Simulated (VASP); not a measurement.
# HfZrSe4 (F-43m) in VASP: notebook

Runs on HfZrSe4. Level: PBE. Tasks: single point, relaxation of cell and atoms.

Everything below comes from runs of VASP 6.6.1. Logs are shortened: lines on timing, memory, paths and dates and some standing lists are left out, and cuts for length are marked.

## Step 1: The cell of the first run

Symmetry: F-43m, No. 216, cubic system. Conventional cell: a = 9.812 Å, b = 9.812 Å, c = 9.812 Å, α = 90.00°, β = 90.00°, γ = 90.00°. Zr (site symmetry -43m) has 12 Se at 4.02 Å and 6 Hf at 4.91 Å within 5.3 Å. Hf (site symmetry -43m) has 4 Se at 2.45 Å within 3.2 Å. Within 3.2 Å of Se (site symmetry 3m) lie 1 Hf at 2.45 Å and 3 Se at 2.94 Å.

## Step 2: Single point, PBE

INCAR reads:

```
SYSTEM = HfZrSe4
PREC     = Accurate       ! precision mode
ENCUT    = 520            ! plane-wave cutoff, eV
EDIFF    = 1E-7           ! SCF threshold, eV
ISMEAR   = 0              ! smearing method
SIGMA    = 0.1            ! smearing width, eV
LREAL    = .FALSE.        ! projectors in reciprocal space
LASPH    = .TRUE.         ! aspherical terms in the spheres
NELM     = 80             ! most SCF steps
ALGO     = Normal         ! electronic algorithm
ISIF     = 2              ! what is computed and relaxed
LWAVE    = .FALSE.        ! write WAVECAR
LCHARG   = .FALSE.        ! write CHGCAR
GGA      = PE             ! functional
NBANDS   = 32             ! bands
```

KPOINTS reads:

```
regular mesh
0
G
  4 4 4
  0 0 0
```

POSCAR reads:

```
HfZrSe4
1.0
    0.0000000000      4.9060210205      4.9060210205
    4.9060210205      0.0000000000      4.9060210205
    4.9060210205      4.9060210205      0.0000000000
Zr Hf Se
1 1 4
Direct
    0.7500000000      0.7500000000      0.7500000000
    0.2500000000      0.2500000000      0.2500000000
    0.1058632500      0.1058632500      0.1058632500
    0.1058632500      0.1058632500      0.6824102500
    0.1058632500      0.6824102500      0.1058632500
    0.6824102500      0.1058632500      0.1058632500
```

Potentials or basis: VASP PAW PBE potentials, release 64 (Zr_sv, Hf_pv, Se).

Launch:

```
$ cat potpaw_PBE.64/Zr_sv/POTCAR potpaw_PBE.64/Hf_pv/POTCAR potpaw_PBE.64/Se/POTCAR > POTCAR
$ mpirun -np 1 vasp_std > vasp.out
```

OUTCAR:

```text
SYSTEM = HfZrSe4
   PREC = Accurate
   ENCUT = 520
   EDIFF = 1E-7
   ISMEAR = 0
   LREAL = .FALSE.
   LASPH = .TRUE.
   NELM = 80
   ISIF = 2
   GGA = PE

 ion  position               nearest neighbor table
   1  0.750  0.750  0.750-
   2  0.250  0.250  0.250-   4 2.45   5 2.45   6 2.45   3 2.45
   3  0.106  0.106  0.106-   2 2.45
   4  0.106  0.106  0.682-   2 2.45
   5  0.106  0.682  0.106-   2 2.45
   6  0.682  0.106  0.106-   2 2.45

  LATTYP: Found a face centered cubic cell.
 ALAT       =     9.8120420410

  Lattice vectors:

 A1 = (   0.0000000000,   4.9060210205,   4.9060210205)
 A2 = (   4.9060210205,   0.0000000000,   4.9060210205)
 A3 = (   4.9060210205,   4.9060210205,   0.0000000000)

Analysis of symmetry for initial positions (statically):
=====================================================================
 Subroutine PRICEL returns:
 Original cell was already a primitive cell.

 Routine SETGRP: Setting up the symmetry group for a
 face centered cubic supercell.

 Subroutine GETGRP returns: Found 24 space group operations
 (whereof 24 operations were pure point group operations)
 out of a pool of 48 trial point group operations.

The static configuration has the point symmetry T_d .

Analysis of symmetry for dynamics (positions and initial velocities):
=====================================================================
 Subroutine PRICEL returns:
 Original cell was already a primitive cell.

 Routine SETGRP: Setting up the symmetry group for a
 face centered cubic supercell.

 Subroutine GETGRP returns: Found 24 space group operations
 (whereof 24 operations were pure point group operations)
 out of a pool of 48 trial point group operations.

The dynamic configuration has the point symmetry T_d .

 Subroutine INISYM returns: Found 24 space group operations
 (whereof 24 operations are pure point group operations),
 and found     1 'primitive' translations

----------------------------------------------------------------------------------------

                                     Primitive cell

  volume of cell :     236.1665

  direct lattice vectors                    reciprocal lattice vectors
     0.000000000  4.906021020  4.906021020    -0.101915585  0.101915585  0.101915585
     4.906021020  0.000000000  4.906021020     0.101915585 -0.101915585  0.101915585
     4.906021020  4.906021020  0.000000000     0.101915585  0.101915585 -0.101915585

  length of vectors
     6.938161464  6.938161464  6.938161464     0.176522970  0.176522970  0.176522970

  position of ions in fractional coordinates (direct lattice)
     0.750000000  0.750000000  0.750000000
     0.250000000  0.250000000  0.250000000
     0.105863250  0.105863250  0.105863250
     0.105863250  0.105863250  0.682410250
     0.105863250  0.682410250  0.105863250
     0.682410250  0.105863250  0.105863250

  ion indices of the primitive-cell ions
   primitive index   ion index
                 1           1
                 2           2
                 3           3
                 4           4
                 5           5
                 6           6

----------------------------------------------------------------------------------------

 KPOINTS: regular mesh

Automatic generation of k-mesh.
 Grid dimensions read from file:
 generate k-points for:    4    4    4

 Generating k-lattice:

  Cartesian coordinates                     Fractional coordinates (reciprocal lattice)
    -0.025478896  0.025478896  0.025478896     0.250000000  0.000000000  0.000000000
     0.025478896 -0.025478896  0.025478896     0.000000000  0.250000000  0.000000000
     0.025478896  0.025478896 -0.025478896     0.000000000  0.000000000  0.250000000

  Length of vectors
     0.044130743  0.044130743  0.044130743

  Shift w.r.t. Gamma in fractional coordinates (k-lattice)
     0.000000000  0.000000000  0.000000000

 Subroutine IBZKPT returns following result:
 ===========================================

 Found      8 irreducible k-points:

 Following reciprocal coordinates:
            Coordinates               Weight
  0.000000  0.000000  0.000000      1.000000
  0.250000  0.000000  0.000000      8.000000
  0.500000  0.000000  0.000000      4.000000
  0.250000  0.250000  0.000000      6.000000
  0.500000  0.250000  0.000000     24.000000
 -0.250000  0.250000  0.000000     12.000000
  0.500000  0.500000  0.000000      3.000000
 -0.250000  0.500000  0.250000      6.000000
   k-points           NKPTS =      8   k-points in BZ     NKDIM =      8   number of bands    NBANDS=     32
   number of dos      NEDOS =    301   number of ions     NIONS =      6
   total plane-waves  NPLWV = 157464
   dimension x,y,z NGX =    54 NGY =   54 NGZ =   54
   dimension x,y,z NGXF=   108 NGYF=  108 NGZF=  108
   ions per type =               1   1   4
   NGX,Y,Z   is equivalent  to a cutoff of  12.94, 12.94, 12.94 a.u.
   NGXF,Y,Z  is equivalent  to a cutoff of  25.88, 25.88, 25.88 a.u.
 SYSTEM =  HfZrSe4
   PREC   = accura    normal or accurate (medium, high low for compatibility)
   ISTART =      0    job   : 0-new  1-cont  2-samecut
   ICHARG =      2    charge: 1-file 2-atom 10-const
   ISPIN  =      1    spin polarized calculation?
   LNONCOLLINEAR =      F non collinear calculations
   LSORBIT =      F    spin-orbit coupling
   LASPH  =      T    aspherical Exc in radial PAW
   ENCUT  =  520.0 eV  38.22 Ry    6.18 a.u.  12.90 12.90 12.90*2*pi/ulx,y,z
   NELM   =     80;   NELMIN=  2; NELMDL= -5     # of ELM steps
   EDIFF  = 0.1E-06   stopping-criterion for ELM
   LREAL  =      F    real-space projection
   EDIFFG = 0.1E-05   stopping-criterion for IOM
   NSW    =      0    number of steps for IOM
   IBRION =     -1    ionic relax: 0-MD 1-quasi-New 2-CG
   NFREE  =      0    steps in history (QN), initial steepest desc. (CG)
   ISIF   =      2    stress and relaxation
   ISYM   =      2    0-nonsym 1-usesym 2-fastsym
   POTIM  = 0.5000    time-step for ionic-motion
   TEBEG  =    0.0;   TEEND  =   0.0 temperature during run
   PSTRESS=    0.0 pullay stress
   NELECT =      46.0000    total number of electrons
   NUPDOWN=      -1.0000    fix difference up-down
   EMIN   =  10.00;   EMAX   =-10.00  energy-range for DOS
   EFERMI =   0.00;   METHOD = LEGACY
   ISMEAR =     0;   SIGMA  =   0.10  broadening in eV -4-tet -1-fermi 0-gaus
   EFERMI_NEDOS =   21; number of points for ismear=-14 and -15
   IALGO  =     38    algorithm
   IMIX   =      4    mixing-type and parameters
     AMIX     =   0.40;   BMIX     =  1.00
     AMIX_MAG =   1.60;   BMIX_MAG =  1.00
  volume/ion in A,a.u.               =      39.36       265.62
  Fermi-wavevector in a.u.,A,eV,Ry     =   0.948975  1.793302 12.252771  0.900553
  Thomas-Fermi vector in A             =   2.077214
   LORBIT       =      0    0 simple, 1 ext, 2 COOP (PROOUT), +10 PAW based schemes
   GGA     = PE    functional components
   LHFCALC =     F    Hartree Fock is set to
   AEXX    =    0.0000 exact exchange contribution
   IVDW    =     0    specifies the selected vdW correction
   LEPSILON=     F    determine dielectric tensor
   LRPA    =     F    only Hartree local field effects (RPA)
 non-spin polarized calculation
 Gauss-broadening in eV      SIGMA  =   0.10
  energy-cutoff  :      520.00
  volume of cell :      236.17
 maximum number of plane-waves:      6394
 NGX is ok and might be reduce to    54
   NGX = 25   NGY = 25   NGZ = 25

 number of electron      46.0000001 magnetization

 Free energy of the ion-electron system (eV)
  ---------------------------------------------------
  ext. energy  EPLUGINS =         0.00000000
  ---------------------------------------------------
  free energy    TOTEN  =       -28.85653894 eV

  energy without entropy =      -28.79827031  energy(sigma->0) =      -28.82740462

 E-fermi :   1.1784     XC(G=0):  -7.4810

 val. band max:        1.1687894919   @ k =   0.5000   0.0000   0.0000
 cond. band min:       1.2033290963   @ k =   0.2500   0.0000   0.0000
 fundamental gap:      0.0345396044
 Fermi energy:         1.1784220246

 k-point     1 :       0.0000    0.0000    0.0000
  band No.  band energies     occupation
      1     -50.0044      2.00000
      2     -28.9349      2.00000
      3     -28.9349      2.00000
      4     -28.9349      2.00000
      5     -27.9412      2.00000
      6     -27.9412      2.00000
[... 24 lines left out ...]
     31       4.2155      0.00000
     32       4.5735      0.00000

 k-point     2 :       0.2500    0.0000    0.0000
  band No.  band energies     occupation
      1     -50.0044      2.00000
      2     -28.9349      2.00000
      3     -28.9349      2.00000
      4     -28.9349      2.00000
      5     -27.9412      2.00000
      6     -27.9412      2.00000
[... 24 lines left out ...]
     31       4.4497      0.00000
     32       4.4497      0.00000

 k-point     3 :       0.5000    0.0000    0.0000
  band No.  band energies     occupation
      1     -50.0044      2.00000
      2     -28.9350      2.00000
      3     -28.9349      2.00000
      4     -28.9349      2.00000
      5     -27.9413      2.00000
      6     -27.9412      2.00000
[... 24 lines left out ...]
     31       4.5297      0.00000
     32       4.5862      0.00000

 k-point     4 :       0.2500    0.2500    0.0000
  band No.  band energies     occupation
      1     -50.0044      2.00000
      2     -28.9349      2.00000
      3     -28.9349      2.00000
      4     -28.9349      2.00000
      5     -27.9412      2.00000
      6     -27.9412      2.00000
[... 24 lines left out ...]
     31       4.3884      0.00000
     32       5.0100      0.00000

 k-point     5 :       0.5000    0.2500    0.0000
  band No.  band energies     occupation
      1     -50.0044      2.00000
      2     -28.9350      2.00000
      3     -28.9349      2.00000
      4     -28.9349      2.00000
      5     -27.9412      2.00000
      6     -27.9412      2.00000
[... 24 lines left out ...]
     31       4.5284      0.00000
     32       4.9479      0.00000

 k-point     6 :      -0.2500    0.2500    0.0000
  band No.  band energies     occupation
      1     -50.0044      2.00000
      2     -28.9350      2.00000
      3     -28.9349      2.00000
      4     -28.9349      2.00000
      5     -27.9412      2.00000
      6     -27.9412      2.00000
[... 24 lines left out ...]
     31       4.6597      0.00000
     32       4.8378      0.00000

 k-point     7 :       0.5000    0.5000    0.0000
  band No.  band energies     occupation
      1     -50.0044      2.00000
      2     -28.9350      2.00000
      3     -28.9349      2.00000
      4     -28.9349      2.00000
      5     -27.9412      2.00000
      6     -27.9412      2.00000
[... 24 lines left out ...]
     31       4.3868      0.00000
     32       5.3637      0.00000

 k-point     8 :      -0.2500    0.5000    0.2500
  band No.  band energies     occupation
      1     -50.0044      2.00000
      2     -28.9350      2.00000
      3     -28.9349      2.00000
      4     -28.9349      2.00000
      5     -27.9412      2.00000
      6     -27.9412      2.00000
[... 24 lines left out ...]
     31       4.6256      0.00000
     32       4.8331      0.00000

------------------------ aborting loop because EDIFF is reached ----------------------------------------

  FORCE on cell =-STRESS in cart. coord.  units (eV):
  Direction    XX          YY          ZZ          XY          YZ          ZX
  --------------------------------------------------------------------------------------
  -------------------------------------------------------------------------------------
  Total        0.5282214      0.5282214      0.5282214      0.0000000      0.0000000      0.0000000
  in kB        3.5835078      3.5835078      3.5835078      0.0000000      0.0000000      0.0000000
  external PRESSURE =       3.5835078 kB  Pullay stress =       0.0000000 kB

 VOLUME and BASIS-vectors are now :
 -----------------------------------------------------------------------------
  energy-cutoff  :      520.00
  volume of cell :      236.17
      direct lattice vectors                 reciprocal lattice vectors
     0.000000000  4.906021020  4.906021020    -0.101915585  0.101915585  0.101915585
     4.906021020  0.000000000  4.906021020     0.101915585 -0.101915585  0.101915585
     4.906021020  4.906021020  0.000000000     0.101915585  0.101915585 -0.101915585

 POSITION                                       TOTAL-FORCE (eV/Angst)
 -----------------------------------------------------------------------------------
      7.35903      7.35903      7.35903        -0.000000     -0.000000     -0.000000
      2.45301      2.45301      2.45301        -0.000000     -0.000000     -0.000000
      1.03873      1.03873      1.03873         0.009120      0.009120      0.009120
      3.86729      3.86729      1.03873        -0.009120     -0.009120      0.009120
      3.86729      1.03873      3.86729        -0.009120      0.009120     -0.009120
      1.03873      3.86729      3.86729         0.009120     -0.009120     -0.009120
 -----------------------------------------------------------------------------------
    total drift:                                0.000000      0.000000      0.000000

  FREE ENERGIE OF THE ION-ELECTRON SYSTEM (eV)
  ---------------------------------------------------
  free  energy   TOTEN  =       -28.8565389351 eV

  energy  without entropy=      -28.7982703066  energy(sigma->0) =      -28.82740462
```

Run time: 2.6 min. Hardware: 1 thread of Intel Xeon Platinum 8488C (Sapphire Rapids), shared host; peak memory 0.41 GiB.

What came out:

```
Free energy            : -28.8565 eV
Pressure               : 0.4 GPa
Largest force          : 0.016 eV/Å
Band gap on the k mesh : zero (band 23 reaches 1.39 eV, above the bottom of band 24 at 1.22 eV)
```

Forces in eV/Å, atoms in the order of the input:
```
Zr   0.000  0.000  0.000
Hf   0.000  0.000  0.000
Se   0.009  0.009  0.009
Se  -0.009 -0.009  0.009
Se  -0.009  0.009 -0.009
Se   0.009 -0.009 -0.009
```

Levels at points of the mesh, in eV from the Fermi level:
| k point | band 20 | band 21 | band 22 | band 23 | band 24 | band 25 | band 26 | band 27 |
| --- | --- | --- | --- | --- | --- | --- | --- | --- |
| (0.00, 0.00, 0.00) | -0.76 | -0.23 | 0.21 | 0.21 | 0.21 | 0.39 | 0.39 | 0.39 |
| (0.50, 0.00, 0.00) | -1.26 | -0.43 | -0.43 | -0.01 | 0.37 | 0.37 | 0.38 | 0.38 |
| (0.50, 0.50, 0.00) | -0.76 | -0.76 | -0.25 | -0.25 | 0.09 | 0.14 | 0.35 | 0.35 |

Caveat: spin-orbit coupling is left out, which moves the levels of the heavy elements.

## Step 3: Relaxation of cell and atoms, PBE

This run uses another cell than the first one, of 23.79 Å³/atom, 0.604 times its volume.

INCAR reads:

```
ALGO = Normal
EDIFF = 1E-6
EDIFFG = -0.04
ENCUT = 600
GGA = PE
IBRION = 2
ISIF = 3
ISMEAR = 0
LASPH = True
LCHARG = False
LREAL = False
LWAVE = False
NELM = 80
NSW = 90
PREC = Accurate
SIGMA = 0.1
```

KPOINTS reads:

```
k-points
0
Gamma
  4 4 4
```

POSCAR reads:

```
HfZrSe4
1.0
    0.0000000000      4.1481616100      4.1481616100
    4.1481616100      0.0000000000      4.1481616100
    4.1481616100      4.1481616100      0.0000000000
Zr Hf Se
1 1 4
Direct
    0.7500000000      0.7500000000      0.7500000000
    0.2500000000      0.2500000000      0.2500000000
    0.1021373700      0.1021373700      0.1021373700
    0.1021373700      0.1021373700      0.6935878900
    0.1021373700      0.6935878900      0.1021373700
    0.6935878900      0.1021373700      0.1021373700
```

Potentials or basis: VASP PAW PBE potentials, release 64 (Zr_sv, Hf_pv, Se).

Launch:

```
$ cat potpaw_PBE.64/Zr_sv/POTCAR potpaw_PBE.64/Hf_pv/POTCAR potpaw_PBE.64/Se/POTCAR > POTCAR
$ mpirun -np 1 vasp_std > vasp.out
```

Run time: 6.9 min. Hardware: 1 thread of Intel Xeon Platinum 8488C (Sapphire Rapids), shared host; peak memory 0.35 GiB.

Results (log left out):

| Property | Result |
| --- | --- |
| Free energy | -28.8494 eV |
| Relaxed volume | 39.70 Å³/atom |
| Relaxed cell | a = 6.958 Å, b = 6.958 Å, c = 6.958 Å, α = 60.00°, β = 60.00°, γ = 60.00° |
| Space group after relaxing (to 0.05 Å) | F-43m (No. 216) |
| Energy gained by relaxing | 1441.0 meV/atom |
| Ionic steps | 7 |
| Pressure after relaxing | 0.1 GPa |
| Largest force after relaxing | 0.010 eV/Å |
| Band gap on the k mesh | zero (band 23 reaches 1.32 eV, above the bottom of band 24 at 1.16 eV) |

Forces on the atoms (eV/Å):
```
Zr   0.000  0.000  0.000
Hf   0.000  0.000  0.000
Se  -0.006 -0.006 -0.006
Se   0.006  0.006 -0.006
Se   0.006 -0.006  0.006
Se  -0.006  0.006  0.006
```

The path:
```csv
step,energy change (eV),largest force (eV/Å),pressure (GPa),volume (Å³)
1,0.0000,1.9532,44.94,142.76
2,-4.6882,2.7624,-6.03,329.82
3,-7.8656,3.0058,0.62,224.96
4,-8.6409,0.2382,-0.29,239.74
5,-8.6448,0.0466,-0.25,241.01
6,-8.6445,0.0958,-0.27,240.68
7,-8.6459,0.0100,0.12,238.21
```

Final structure:
```yaml
crystal:
  lattice:
    - [0.00000, 4.92013, 4.92013]
    - [4.92013, 0.00000, 4.92013]
    - [4.92013, 4.92013, 0.00000]
  atoms:
    - { symbol: Zr, position: [0.75000, 0.75000, 0.75000] }
    - { symbol: Hf, position: [0.25000, 0.25000, 0.25000] }
    - { symbol: Se, position: [0.10611, 0.10611, 0.10611] }
    - { symbol: Se, position: [0.10611, 0.10611, 0.68168] }
    - { symbol: Se, position: [0.10611, 0.68168, 0.10611] }
    - { symbol: Se, position: [0.68168, 0.10611, 0.10611] }
```

Levels at points of the mesh, in eV from the Fermi level:
| k point | band 21 | band 22 | band 23 | band 24 | band 25 | band 26 |
| --- | --- | --- | --- | --- | --- | --- |
| (0.00, 0.00, 0.00) | -0.23 | 0.21 | 0.21 | 0.21 | 0.38 | 0.40 |
| (0.50, 0.00, 0.00) | -0.43 | -0.43 | -0.01 | 0.36 | 0.36 | 0.37 |
| (0.50, 0.50, 0.00) | -0.75 | -0.25 | -0.25 | 0.09 | 0.14 | 0.34 |

Caveat: the volume moved by over 15 % at a fixed basis, so the end points are rough; spin-orbit coupling is left out, which moves the levels of the heavy elements.
